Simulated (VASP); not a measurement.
Set up this calculation in VASP 6.6.1, as the native input.

```yaml
Task: single point
Functional: r2SCAN
Potentials_or_basis: VASP PAW PBE potentials, release 64 (Al, N)
Cutoff: 520 eV
k_mesh: 8 × 8 × 8
Occupations: gaussian, width 0.01 eV
Spin: no spin polarisation
Dipole_correction: no
Further_INCAR_settings: ALGO = Normal; EDIFF = 1e-06; NBANDS = 11
```

AlN:

```xyz
2
Lattice="0.0000 2.1849 2.1849 2.1849 0.0000 2.1849 2.1849 2.1849 0.0000" Properties=species:S:1:pos:R:3 pbc="T T T"
Al    0.0000    0.0000    0.0000
N     1.0924    1.0924    1.0924
```

The input as run:

POSCAR

```
AlN
1.0
    0.0000000000      2.1848764127      2.1848764127
    2.1848764127      0.0000000000      2.1848764127
    2.1848764127      2.1848764127      0.0000000000
Al N
1 1
Direct
    0.0000000000      0.0000000000      0.0000000000
    0.2500000000      0.2500000000      0.2500000000
```

INCAR.step1

```
ALGO = Normal
EDIFF = 1E-4
ENCUT = 520
GGA = PE
ISMEAR = 0
LASPH = True
LCHARG = False
LREAL = False
LWAVE = True
NBANDS = 11
NELM = 100
PREC = Accurate
SIGMA = 0.01
```

INCAR.step2

```
ALGO = Normal
EDIFF = 1E-6
ENCUT = 520
ISIF = 2
ISMEAR = 0
ISTART = 1
LASPH = True
LCHARG = False
LMIXTAU = True
LREAL = False
LWAVE = False
METAGGA = R2SCAN
NBANDS = 11
NELM = 100
PREC = Accurate
SIGMA = 0.01
```

KPOINTS

```
k-points
0
Gamma
  8 8 8
```

Potentials or basis: VASP PAW PBE potentials, release 64 (Al, N).

Command:

```sh
$ cat potpaw_PBE.64/Al/POTCAR potpaw_PBE.64/N/POTCAR > POTCAR
$ cp INCAR.step1 INCAR
$ mpirun -np 1 vasp_std > vasp.out
$ cp INCAR.step2 INCAR
$ mpirun -np 1 vasp_std > vasp.out
```

It gave:

```
Pressure               : -0.4 GPa
Band gap on the k mesh : 3.93 eV, indirect (least direct gap 4.88 eV)
```

Caveat: the PAW data sets were made with another functional, which shifts forces and pressure a little.

It took 28 s on 1 thread of AMD EPYC 7R13 Processor (Zen 3), with other jobs on the host, peak memory 0.11 GiB.
